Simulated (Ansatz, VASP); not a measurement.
## One calculation of LaBi, two programs

File INCAR:

```
SYSTEM = LaBi
PREC = Accurate ; ENCUT = 520
EDIFF = 1E-6 ; ISMEAR = 0
SIGMA = 0.02 ; LREAL = .False.
LASPH = .True. ; NELM = 80
ALGO = Normal ; ISIF = 2
LWAVE = .False. ; LCHARG = .True.
LELF = .True. ; LVHAR = .True.
NBANDS = 20
```

KPOINTS

```
Automatic mesh
0
Gamma
  7 7 7
  0 0 0
```

File POSCAR:

```
LaBi
1.0
    0.0000000000      3.3256957430      3.3256957430
    3.3256957430      0.0000000000      3.3256957430
    3.3256957430      3.3256957430      0.0000000000
La Bi
1 1
Direct
    0.0000000000      0.0000000000      0.0000000000
    0.5000000000      0.5000000000      0.5000000000
```

Input for Ansatz:

```yaml
crystal:
  lattice:
    - [0.0, 3.325695743039732, 3.325695743039732]
    - [3.325695743039732, 0.0, 3.325695743039732]
    - [3.325695743039732, 3.325695743039732, 0.0]
  atoms:
    - { symbol: La, position: [0.0, 0.0, 0.0] }
    - { symbol: Bi, position: [0.5, 0.5, 0.5] }
basis:
  ecutwfc: 470.0
kpoints:
  mp_grid:
    grid: [7, 7, 7]
hamiltonian:
  xc: lda
scf:
  n_extra_bands: 2
  mixing:
    algorithm: anderson
  occupations:
    method: gaussian
    width: 0.02
output:
  stress: true
```

Alike in both runs: task single point; functional LDA; k mesh 7 × 7 × 7; occupations gaussian, width 0.02 eV; no spin polarisation.

|  | VASP | Ansatz |
| --- | --- | --- |
| version | VASP 6.6.1 | Ansatz 0.2.0 |
| potentials or method | VASP PAW LDA potentials, release 64 (La, Bi_d), cutoff 520 eV | plane waves, PAW |
| valence electrons in the cell | 26 | 26 |

|  | VASP | Ansatz | Ansatz less VASP |
| --- | --- | --- | --- |
| pressure (GPa) | -3.3 | -3.3 | 0.00 |

LDA's correlation is that of Perdew and Zunger in VASP and of Perdew and Wang (1992) in Ansatz.

Spin-orbit coupling is off throughout.
